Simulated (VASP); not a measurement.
Wanted: the native input for a VASP 6.6.1 run.

* Task: relaxation of cell and atoms
* Functional: PBE
* Potentials or basis: VASP PAW PBE potentials, release 64 (Ga_d, N)
* Cutoff: 600 eV
* k mesh: 6 × 6 × 6
* Occupations: gaussian, width 0.1 eV
* Spin: no spin polarisation
* Dipole correction: no
* Further INCAR settings: ALGO = Normal; EDIFF = 1e-07; IBRION = 2; EDIFFG = -0.04; NSW = 90; ISIF = 3

The structure of GaN lies in POSCAR:

```
GaN
1.0
    1.6949948600     -4.8248743200      0.0000000000
    1.6949948600      4.8248743200      0.0000000000
    0.0000000000      0.0000000000      3.5006937100
Ga N
2 2
Direct
    0.6317607200      0.3682392800      0.7500000000
    0.3682392800      0.6317607200      0.2500000000
    0.8612899700      0.1387100300      0.7500000000
    0.1387100300      0.8612899700      0.2500000000
```

The input as run:

INCAR

```
SYSTEM = GaN
ALGO = Normal
EDIFF = 1E-7
EDIFFG = -0.04
ENCUT = 600
GGA = PE
IBRION = 2
ISIF = 3
ISMEAR = 0
LASPH = .TRUE.
LCHARG = .FALSE.
LREAL = .FALSE.
LWAVE = .FALSE.
NELM = 60
NSW = 90
PREC = Accurate
SIGMA = 0.1
```

KPOINTS

```
k-points
0
G
  6 6 6
  0 0 0
```

Potentials or basis: VASP PAW PBE potentials, release 64 (Ga_d, N).

Run with:

```console
$ cat potpaw_PBE.64/Ga_d/POTCAR potpaw_PBE.64/N/POTCAR > POTCAR
$ mpirun -np 1 vasp_std > vasp.out
```

Results of the run:

The relaxed volume is 12.24 Å³/atom. The relaxed cell is a = 5.938 Å, b = 5.938 Å, c = 2.921 Å, α = 90.00°, β = 90.00°, γ = 151.62°, the space group after relaxing (to 0.05 Å) is Cmcm (No. 63) and the energy gained by relaxing is 679.9 meV/atom. The ionic steps are 17. The pressure after relaxing is 0.0 GPa and the largest force after relaxing is 0.022 eV/Å. The band gap on the k mesh is 0.63 eV, indirect (least direct gap 1.78 eV).

Run time: 9.5 min on 1 thread of Intel(R) Xeon(R) 6975P-C (Granite Rapids), on a shared host, peak memory 0.27 GiB.
